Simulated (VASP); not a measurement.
A run of VASP 6.6.1:

File INCAR:

```
PREC = Accurate
ENCUT = 400
EDIFF = 1E-8
ISMEAR = -1
SIGMA = 0.03
LREAL = False
LASPH = True
NELM = 120
ALGO = Normal
ISIF = 2
LWAVE = False
LCHARG = False
GGA = CA
LEFG = True
NBANDS = 14
GGA_COMPAT = False
```

The input KPOINTS:

```
Automatic mesh
0
Gamma
  8 8 8
```

POSCAR

```
NaCl
1.0
    0.0000000000      2.8317500000      2.8317500000
    2.8317500000      0.0000000000      2.8317500000
    2.8317500000      2.8317500000      0.0000000000
Na Cl
1 1
Direct
    0.0000000000      0.0000000000      0.0000000000
    0.5000000000      0.5000000000      0.5000000000
```

Potentials or basis: VASP PAW LDA potentials, release 64 (Na_pv, Cl).

Launch:

```sh
$ cat potpaw_LDA.64/Na_pv/POTCAR potpaw_LDA.64/Cl/POTCAR > POTCAR
$ mpirun -np 1 vasp_std > vasp.out
```

Hardware: 1 thread of Intel(R) Xeon(R) Platinum 8259CL CPU @ 2.50GHz (Skylake/Cascade Lake), with other jobs on the host.

**Question.** How long does it take, and how much memory?

**Answer.** Run time: 12 s on 1 thread of Intel(R) Xeon(R) Platinum 8259CL CPU @ 2.50GHz (Skylake/Cascade Lake), with other jobs on the host, peak memory 0.13 GiB. Counts: scf iterations 14, k points 29.
